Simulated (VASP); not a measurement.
Write the native input for VASP 6.6.1 that does the following.

```
Task                   : single point
Functional             : PBE
Potentials or basis    : VASP PAW PBE potentials, release 64 (Mg, O)
Cutoff                 : 520 eV
k mesh                 : 9 × 9 × 6
Occupations            : gaussian, width 0.05 eV
Spin                   : no spin polarisation
Dipole correction      : no
Further INCAR settings : ALGO = Normal; EDIFF = 1e-06; NBANDS = 16
```

The structure of MgO lies in POSCAR:

```
MgO
1.0
    3.1798172993      0.0000000000      0.0000000000
   -1.5899086497      2.7538025606      0.0000000000
    0.0000000000      0.0000000000      5.5672241276
Mg O
2 2
Direct
    0.3333333333      0.6666666667     -0.0034438731
    0.6666666667      0.3333333333      0.4965561269
    0.3333333333      0.6666666667      0.3982811987
    0.6666666667      0.3333333333      0.8982811987
```

This cell differs from its parent crystal: c/a of the conventional cell at fixed volume 1.7508.

These files were run (other wordings do the same):

INCAR

```
SYSTEM = MgO
  PREC = Accurate
  ENCUT = 520
  EDIFF = 1E-6
  ISMEAR = 0
  SIGMA = 0.05
  LREAL = .False.
  LASPH = .True.
  NELM = 100
  ALGO = Normal
  ISIF = 2
  LWAVE = .False.
  LCHARG = .True.
  GGA = PE
  LELF = .True.
  LVHAR = .True.
  NBANDS = 16
```

KPOINTS

```
Automatic mesh
0
Gamma
  9 9 6
  0 0 0
```

Potentials or basis: VASP PAW PBE potentials, release 64 (Mg, O).

Run with:

```bash
$ cat potpaw_PBE.64/Mg/POTCAR potpaw_PBE.64/O/POTCAR > POTCAR
$ mpirun -np 1 vasp_std > vasp.out
```

It gave:

```
Pressure               : 4.5 GPa
Largest force          : 0.894 eV/Å
Band gap on the k mesh : 3.51 eV, direct
```

It took 12 s on 1 thread of Intel(R) Xeon(R) 6975P-C (Granite Rapids) (shared host), peak memory 0.18 GiB.
